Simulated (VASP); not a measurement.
Input of a VASP 6.6.1 run:

INCAR

```
SYSTEM = CdSnO2
PREC = Accurate ; ENCUT = 600
EDIFF = 1E-6 ; ISMEAR = 0
SIGMA = 0.02 ; LREAL = .FALSE.
LASPH = .TRUE. ; NELM = 100
ALGO = Normal ; ISIF = 3
LWAVE = .FALSE. ; LCHARG = .FALSE.
GGA = PE ; IBRION = 2
NSW = 100 ; EDIFFG = -0.01
```

File KPOINTS:

```
regular mesh
0
G
  10 10 10
  0 0 0
```

Contents of POSCAR:

```
CdSnO2
1.0
   -1.9632559134      1.9632559134      4.8718750722
    1.9632559134     -1.9632559134      4.8718750722
    1.9632559134      1.9632559134     -4.8718750722
Cd Sn O
1 1 2
Direct
    0.1143321154      0.1143321154      0.0000000000
    0.3994127583      0.3994127583      0.0000000000
    0.9912877923      0.4912877923      0.5000000000
    0.4912877923      0.9912877923      0.5000000000
```

Potentials or basis: VASP PAW PBE potentials, release 64 (Cd, Sn_d, O).

Run with:

```sh
$ cat potpaw_PBE.64/Cd/POTCAR potpaw_PBE.64/Sn_d/POTCAR potpaw_PBE.64/O/POTCAR > POTCAR
$ mpirun -np 1 vasp_std > vasp.out
```

Task: Estimate the relaxed cell.

Result: a = 5.617 Å, b = 5.617 Å, c = 5.617 Å, α = 139.07°, β = 139.07°, γ = 59.27°.

Task: Predict the space group after relaxing (to 0.1 Å).

Result: I4mm (No. 107).

Forces in eV/Å, atoms in the order of the input:
```
Cd   0.000  0.000 -0.001
Sn   0.000  0.000 -0.005
O    0.000  0.000  0.003
O    0.000  0.000  0.003
```
